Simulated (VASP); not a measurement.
# Si16Au (a cell with a defect) in VASP: single point with PBE

Aim: the single point of Si16Au (a cell with a defect) with PBE.

All numbers are computed with VASP 6.6.1; they aren't measurements. Logs are shortened: lines on timing, memory, paths and dates and some standing lists are left out, and cuts for length are marked.

**1. The cell of the first run**

The cell holds a defect, 17 atoms: a = 7.679 Å, b = 7.679 Å, c = 7.679 Å, α = 60.00°, β = 60.00°, γ = 60.00°.

**2. Single point, PBE, collinear spin, zero start**

File INCAR:

```
SYSTEM = Si16Au
  PREC = Accurate
  ENCUT = 520
  EDIFF = 1E-6
  ISMEAR = -1
  SIGMA = 0.05
  LREAL = Auto
  LASPH = .TRUE.
  NELM = 150
  ALGO = Normal
  ISIF = 2
  LWAVE = .FALSE.
  LCHARG = .TRUE.
  ISPIN = 2
  MAGMOM = 0 0 0 0 0 0 0 0 0 0 0 0 0 0 0 0 0
  LORBIT = 11
  LMAXMIX = 4
  GGA = PE
  LELF = .TRUE.
  LVHAR = .TRUE.
  NBANDS = 56
```

File KPOINTS:

```
Automatic mesh
0
G
  2 2 2
  0 0 0
```

File POSCAR:

```
Si16Au
1.0
    0.0000000000      5.4300000000      5.4300000000
    5.4300000000      0.0000000000      5.4300000000
    5.4300000000      5.4300000000      0.0000000000
Si Au
16 1
Direct
    0.0088878453     -0.0372057090      0.0184889503
    0.1544687845      0.1084523941      0.1276428177
    0.0114546961     -0.0054524862      0.4987106814
    0.1228374770      0.1057234807      0.6474435543
    0.0088604972      0.5090205341      0.0183715470
    0.1020014733      0.6023046041      0.1924985267
   -0.0215094843      0.4787385820      0.5630739411
    0.1229590239      0.6231619705      0.6472220074
    0.5150536832      0.0152796501     -0.0461608656
    0.6081198895      0.1084397790      0.1280541436
    0.4941816759     -0.0055606814      0.4991021179
    0.6384868324      0.1387496317      0.5833468692
    0.4625026703      0.5092833333      0.0185194291
    0.6083186924      0.6547155617      0.1276507366
    0.4943294659      0.5116998158      0.4986994475
    0.6054676796      0.6230960405      0.6474509208
    0.8084314917      0.3087029466      0.0732169429
```

Potentials or basis: VASP PAW PBE potentials, release 64 (Si, Au).

Launch:

```console
$ cat potpaw_PBE.64/Si/POTCAR potpaw_PBE.64/Au/POTCAR > POTCAR
$ mpirun -np 1 vasp_std > vasp.out
```

OUTCAR:

```text
SYSTEM = Si16Au
   PREC = Accurate
   ENCUT = 520
   EDIFF = 1E-6
   ISMEAR = -1
   LREAL = Auto
   LASPH = .TRUE.
   NELM = 150
   ISIF = 2
   ISPIN = 2
   LORBIT = 11
   GGA = PE

 ion  position               nearest neighbor table
   1  0.009  0.963  0.018-   6 2.29   4 2.33  17 2.45   2 2.52  10 2.52
   2  0.154  0.108  0.128-   9 2.29   3 2.33  17 2.45   1 2.52   5 2.52
   3  0.011  0.995  0.499-   2 2.33   4 2.33   8 2.33  12 2.35
   4  0.123  0.106  0.647-   1 2.33   3 2.33  11 2.33   7 2.35
   5  0.009  0.509  0.018-   6 2.29   8 2.33  17 2.45  14 2.52   2 2.52
   6  0.102  0.602  0.192-   1 2.29  13 2.29   5 2.29   7 2.32
   7  0.978  0.479  0.563-   6 2.32   4 2.35  16 2.35   8 2.35  17 3.20
   8  0.123  0.623  0.647-   5 2.33  15 2.33   3 2.33   7 2.35
   9  0.515  0.015  0.954-  10 2.29  14 2.29   2 2.29  12 2.32
  10  0.608  0.108  0.128-   9 2.29  11 2.33  17 2.45   1 2.52  13 2.52
  11  0.494  0.994  0.499-  10 2.33  16 2.33   4 2.33  12 2.35
  12  0.638  0.139  0.583-   9 2.32  11 2.35  15 2.35   3 2.35  17 3.20
  13  0.463  0.509  0.019-   6 2.29  16 2.33  17 2.45  14 2.52  10 2.52
  14  0.608  0.655  0.128-   9 2.29  15 2.33  17 2.45  13 2.52   5 2.52
  15  0.494  0.512  0.499-  14 2.33  16 2.33   8 2.33  12 2.35
  16  0.605  0.623  0.647-  13 2.33  15 2.33  11 2.33   7 2.35
  17  0.808  0.309  0.073-  10 2.45  14 2.45   2 2.45   1 2.45  13 2.45   5 2.45  12 3.20   7 3.20

  LATTYP: Found a face centered cubic cell.
 ALAT       =    10.8600000000

  Lattice vectors:

 A1 = (   0.0000000000,   5.4300000000,   5.4300000000)
 A2 = (   5.4300000000,   0.0000000000,   5.4300000000)
 A3 = (   5.4300000000,   5.4300000000,   0.0000000000)

Analysis of symmetry for initial positions (statically):
=====================================================================
 Subroutine PRICEL returns:
 Original cell was already a primitive cell.

 Routine SETGRP: Setting up the symmetry group for a
 face centered cubic supercell.

 Subroutine GETGRP returns: Found  1 space group operations
 (whereof  1 operations were pure point group operations)
 out of a pool of 48 trial point group operations.

The static configuration has the point symmetry C_1 .

Analysis of symmetry for dynamics (positions and initial velocities):
=====================================================================
 Subroutine PRICEL returns:
 Original cell was already a primitive cell.

 Routine SETGRP: Setting up the symmetry group for a
 face centered cubic supercell.

 Subroutine GETGRP returns: Found  1 space group operations
 (whereof  1 operations were pure point group operations)
 out of a pool of 48 trial point group operations.

The dynamic configuration has the point symmetry C_1 .

Analysis of structural, dynamic, and magnetic symmetry:
=====================================================================
 Subroutine PRICEL returns:
 Original cell was already a primitive cell.

 Routine SETGRP: Setting up the symmetry group for a
 face centered cubic supercell.

 Subroutine GETGRP returns: Found  1 space group operations
 (whereof  1 operations were pure point group operations)
 out of a pool of 48 trial point group operations.

The overall configuration has the point symmetry C_1 .

 Subroutine INISYM returns: Found  1 space group operations
 (whereof  1 operations are pure point group operations),
 and found     1 'primitive' translations

----------------------------------------------------------------------------------------

                                     Primitive cell

  volume of cell :     320.2060

  direct lattice vectors                    reciprocal lattice vectors
     0.000000000  5.430000000  5.430000000    -0.092081031  0.092081031  0.092081031
     5.430000000  0.000000000  5.430000000     0.092081031 -0.092081031  0.092081031
     5.430000000  5.430000000  0.000000000     0.092081031  0.092081031 -0.092081031

  length of vectors
     7.679179644  7.679179644  7.679179644     0.159489025  0.159489025  0.159489025

  position of ions in fractional coordinates (direct lattice)
     0.008887845  0.962794291  0.018488950
     0.154468784  0.108452394  0.127642818
     0.011454696  0.994547514  0.498710681
     0.122837477  0.105723481  0.647443554
     0.008860497  0.509020534  0.018371547
     0.102001473  0.602304604  0.192498527
[... 9 lines left out ...]
     0.605467680  0.623096041  0.647450921
     0.808431492  0.308702947  0.073216943

[... 64 lines left out ...]
 SYSTEM =  Si16Au
   PREC   = accura    normal or accurate (medium, high low for compatibility)
   ISTART =      0    job   : 0-new  1-cont  2-samecut
   ICHARG =      2    charge: 1-file 2-atom 10-const
   ISPIN  =      2    spin polarized calculation?
   LNONCOLLINEAR =      F non collinear calculations
   LSORBIT =      F    spin-orbit coupling
   LASPH  =      T    aspherical Exc in radial PAW
   ENCUT  =  520.0 eV  38.22 Ry    6.18 a.u.  14.28 14.28 14.28*2*pi/ulx,y,z
   NELM   =    150;   NELMIN=  2; NELMDL= -5     # of ELM steps
   EDIFF  = 0.1E-05   stopping-criterion for ELM
   LREAL  =      T    real-space projection
   EDIFFG = 0.1E-04   stopping-criterion for IOM
   NSW    =      0    number of steps for IOM
   IBRION =     -1    ionic relax: 0-MD 1-quasi-New 2-CG
   NFREE  =      0    steps in history (QN), initial steepest desc. (CG)
   ISIF   =      2    stress and relaxation
   ISYM   =      2    0-nonsym 1-usesym 2-fastsym
   POTIM  = 0.5000    time-step for ionic-motion
   TEBEG  =    0.0;   TEEND  =   0.0 temperature during run
   PSTRESS=    0.0 pullay stress
   NELECT =      75.0000    total number of electrons
   NUPDOWN=      -1.0000    fix difference up-down
   EMIN   =  10.00;   EMAX   =-10.00  energy-range for DOS
   EFERMI =   0.00;   METHOD = LEGACY
   ISMEAR =    -1;   SIGMA  =   0.05  broadening in eV -4-tet -1-fermi 0-gaus
   EFERMI_NEDOS =   21; number of points for ismear=-14 and -15
   IALGO  =     38    algorithm
   IMIX   =      4    mixing-type and parameters
     AMIX     =   0.40;   BMIX     =  1.00
     AMIX_MAG =   1.60;   BMIX_MAG =  1.00
  volume/ion in A,a.u.               =      18.84       127.11
  Fermi-wavevector in a.u.,A,eV,Ry     =   1.009142  1.907001 13.855720  1.018367
  Thomas-Fermi vector in A             =   2.142052
   LORBIT       =     11    0 simple, 1 ext, 2 COOP (PROOUT), +10 PAW based schemes
   GGA     = PE    functional components
   LHFCALC =     F    Hartree Fock is set to
   AEXX    =    0.0000 exact exchange contribution
   IVDW    =     0    specifies the selected vdW correction
   LEPSILON=     F    determine dielectric tensor
   LRPA    =     F    only Hartree local field effects (RPA)
 spin polarized calculation
  energy-cutoff  :      520.00
  volume of cell :      320.21
 maximum number of plane-waves:      8646
 NGX is ok and might be reduce to    60
   NGX = 29   NGY = 29   NGZ = 29

 number of electron      75.0000000 magnetization      -0.0000040

 number of electron      75.0000000 magnetization       0.0000010

 Free energy of the ion-electron system (eV)
  ---------------------------------------------------
  ext. energy  EPLUGINS =         0.00000000
  ---------------------------------------------------
  free energy    TOTEN  =       -86.04041825 eV

  energy without entropy =      -86.00979206  energy(sigma->0) =      -86.02510515

 E-fermi :   7.1662     XC(G=0):  -9.8085

 val. band max:        7.1626979091   @ k =   0.0000   0.0000   0.0000
 cond. band min:       7.3500139892   @ k =   0.0000   0.0000   0.5000
 fundamental gap:      0.1873160802
 Fermi energy:         7.1662154679

 spin component 1

 k-point     1 :       0.0000    0.0000    0.0000
  band No.  band energies     occupation
      1      -5.8031      1.00000
      2      -3.5138      1.00000
      3      -3.3541      1.00000
      4      -3.1862      1.00000
      5      -3.1840      1.00000
      6      -2.1932      1.00000
[... 405 lines left out ...]
     48      10.5958      0.00000
     49      10.6052      0.00000
 Fermi energy:         7.1662154679

 spin component 2

 k-point     1 :       0.0000    0.0000    0.0000
  band No.  band energies     occupation
      1      -5.8031      1.00000
      2      -3.5138      1.00000
      3      -3.3541      1.00000
      4      -3.1862      1.00000
      5      -3.1840      1.00000
      6      -2.1932      1.00000
[... 405 lines left out ...]
     48      10.5958      0.00000
     49      10.6052      0.00000
 [bands above 49 left out]

------------------------ aborting loop because EDIFF is reached ----------------------------------------

  FORCE on cell =-STRESS in cart. coord.  units (eV):
  Direction    XX          YY          ZZ          XY          YZ          ZX
  --------------------------------------------------------------------------------------
  -------------------------------------------------------------------------------------
  Total       13.0257181     13.0257377     13.0067656     -0.6263090      0.6345349      0.6344073
  in kB       65.1752600     65.1753582     65.0804296     -3.1337890      3.1749480      3.1743095
  external PRESSURE =      65.1436826 kB  Pullay stress =       0.0000000 kB

 VOLUME and BASIS-vectors are now :
 -----------------------------------------------------------------------------
  energy-cutoff  :      520.00
  volume of cell :      320.21
      direct lattice vectors                 reciprocal lattice vectors
     0.000000000  5.430000000  5.430000000    -0.092081031  0.092081031  0.092081031
     5.430000000  0.000000000  5.430000000     0.092081031 -0.092081031  0.092081031
     5.430000000  5.430000000  0.000000000     0.092081031  0.092081031 -0.092081031

 POSITION                                       TOTAL-FORCE (eV/Angst)
 -----------------------------------------------------------------------------------
      5.32837      0.14866      5.27623         0.009591     -0.008038      0.002841
      1.28200      1.53187      1.42766         0.006582     -0.005767     -0.004764
      8.10839      2.77020      5.46259        -0.004166      0.007382     -0.001573
      4.08970      4.18263      1.24109         0.002588     -0.001371      0.004419
      2.86374      0.14787      2.81209        -0.007458     -0.006500     -0.003837
      4.31578      1.59913      3.82438         0.000296      0.000955     -0.006880
[... 9 lines left out ...]
      6.89907      6.80335      6.67110        -0.000705      0.004165      0.004182
      2.07382      4.78735      6.06604        -0.003650     -0.003396      0.002014
 -----------------------------------------------------------------------------------
    total drift:                               -0.001886     -0.002074      0.004040

  FREE ENERGIE OF THE ION-ELECTRON SYSTEM (eV)
  ---------------------------------------------------
  free  energy   TOTEN  =       -86.0404182458 eV

  energy  without entropy=      -86.0097920627  energy(sigma->0) =      -86.02510515

 total charge

# of ion       s       p       d       tot
------------------------------------------
    1        0.743   0.934   0.000   1.676
    2        0.743   0.934   0.000   1.676
    3        0.745   0.955   0.000   1.700
    4        0.745   0.955   0.000   1.700
    5        0.743   0.934   0.000   1.676
    6        0.755   0.959   0.000   1.714
[... 9 lines left out ...]
   16        0.745   0.955   0.000   1.700
   17        0.759   0.573   8.719  10.051
--------------------------------------------------
tot         12.687  15.716   8.719  37.122

 magnetization (x)

# of ion       s       p       d       tot
------------------------------------------
    1        0.000   0.000   0.000   0.000
    2       -0.000  -0.000   0.000  -0.000
    3       -0.000  -0.000   0.000  -0.000
    4       -0.000  -0.000   0.000  -0.000
    5       -0.000  -0.000   0.000  -0.000
    6        0.000   0.000   0.000   0.000
[... 9 lines left out ...]
   16        0.000   0.000   0.000   0.000
   17       -0.000   0.000   0.000   0.000
--------------------------------------------------
tot          0.000  -0.000   0.000   0.000
```

It took 4.8 min on 1 thread of Intel Xeon 6975P-C (Granite Rapids), shared host; peak memory 0.73 GiB.

What came out:

```
Free energy                                           : -86.0404 eV
Pressure                                              : 6.5 GPa
Largest force                                         : 0.015 eV/Å
Net moment                                            : 0.00 μB per cell
Valence electrons inside the program's atomic spheres : Si 1.68, 1.70, 1.71, 1.69 (each value once); Au 10.05
```

Forces on the atoms (eV/Å):
```
Si   0.010 -0.008  0.003
Si   0.007 -0.006 -0.005
Si  -0.004  0.007 -0.002
Si   0.003 -0.001  0.004
Si  -0.007 -0.006 -0.004
Si   0.000  0.001 -0.007
Si   0.003  0.002  0.001
Si  -0.001 -0.003 -0.004
Si   0.000 -0.003  0.000
Si   0.007  0.005  0.012
Si  -0.005 -0.004 -0.006
Si   0.000  0.003  0.004
Si  -0.011  0.010  0.003
Si  -0.005  0.006 -0.005
Si   0.008 -0.003 -0.001
Si  -0.001  0.004  0.004
Au  -0.004 -0.003  0.002
```

Caveat: the k points lie up to 0.50 Å⁻¹ apart; spin-orbit coupling is left out, which moves the levels of the heavy elements.
